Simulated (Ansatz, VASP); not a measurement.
## Ga4Sb3As: VASP beside Ansatz

File INCAR:

```
SYSTEM = Ga4Sb3As
PREC = Accurate ; ENCUT = 500
EDIFF = 1E-6 ; ISMEAR = -1
SIGMA = 0.02 ; LREAL = .False.
LASPH = .True. ; NELM = 120
ALGO = Normal ; ISIF = 2
LWAVE = .False. ; LCHARG = .False.
GGA = PE ; NBANDS = 46
GGA_COMPAT = .False.
```

Contents of KPOINTS:

```
Automatic mesh
0
Gamma
  6 6 2
  0 0 0
```

POSCAR

```
Ga4Sb3As
1.0
    4.2611837638      0.0000000000      0.0000000000
    0.0000000000      4.2611837638      0.0000000000
    0.0000000000      0.0000000000     12.0068862533
As Ga Sb
1 4 3
Direct
    0.0000000000      0.0000000000      0.0000000000
    0.0000000000      0.5000000000      0.8875388078
    0.5000000000      0.0000000000      0.6293594442
    0.0000000000      0.5000000000      0.3706405558
    0.5000000000      0.0000000000      0.1124611922
    0.5000000000      0.5000000000      0.7583860015
    0.0000000000      0.0000000000      0.5000000000
    0.5000000000      0.5000000000      0.2416139985
```

Input for Ansatz:

```yaml
crystal:
  lattice:
    - [4.2611837638, 0.0, 0.0]
    - [0.0, 4.2611837638, 0.0]
    - [0.0, 0.0, 12.0068862533]
  atoms:
    - { symbol: As, position: [0.0, 0.0, 0.0] }
    - { symbol: Ga, position: [0.0, 0.5, 0.8875388078] }
    - { symbol: Sb, position: [0.5, 0.5, 0.7583860015] }
    - { symbol: Ga, position: [0.5, 0.0, 0.6293594442] }
    - { symbol: Sb, position: [0.0, 0.0, 0.5] }
    - { symbol: Ga, position: [0.0, 0.5, 0.3706405558] }
    - { symbol: Sb, position: [0.5, 0.5, 0.2416139985] }
    - { symbol: Ga, position: [0.5, 0.0, 0.1124611922] }
kpoints:
  mp_grid: { grid: [6, 6, 2] }
  band_path:
    path:
      - [[0.0, 0.0, 0.0], [-1.061110855938e-50, 0.5, -1.645360659156e-33], [0.5, 0.5, -2.289139170006e-18], [0.0, 0.0, 0.0], [-8.528597515844e-36, -1.825743443219e-50, 0.5], [-8.528597515844e-36, 0.5, 0.5], [0.5, 0.5, 0.5], [-8.528597515844e-36, -1.825743443219e-50, 0.5]]
      - [[-1.061110855938e-50, 0.5, -1.645360659156e-33], [-8.528597515844e-36, 0.5, 0.5]]
      - [[0.5, 0.5, -2.289139170006e-18], [0.5, 0.5, 0.5]]
    npoints: 10
hamiltonian:
  xc: pbe
scf:
  occupations: { method: fermi_dirac, width: 0.02 }
  n_extra_bands: 6
output:
  forces: true
  stress: true
  eigenvalues: true
```

Alike in both runs: task single point; functional PBE; k mesh 6 × 6 × 2; occupations fermi-dirac, width 0.02 eV; no spin polarisation.

|  | VASP | Ansatz |
| --- | --- | --- |
| version | VASP 6.6.1 | Ansatz 0.2.0 |
| potentials or method | VASP PAW PBE potentials, release 64 (As, Ga_d, Sb) | plane waves, PAW |
| plane-wave cutoff (eV) | 500 | 420 |
| valence electrons in the cell | 72 | 112 |

VASP gave:

```
pressure (GPa)                     : 2.3
rms of the force components (eV/Å) : 0.010
```

**Question.** Estimate Ansatz's values.

**Answer.** Pressure (GPa): 2.2; rms of the force components (eV/Å): 0.011.

VASP's potentials hold 72 valence electrons a cell and Ansatz's 112, so a difference there can come from the potentials and not from the codes.

Spin-orbit coupling is off throughout.
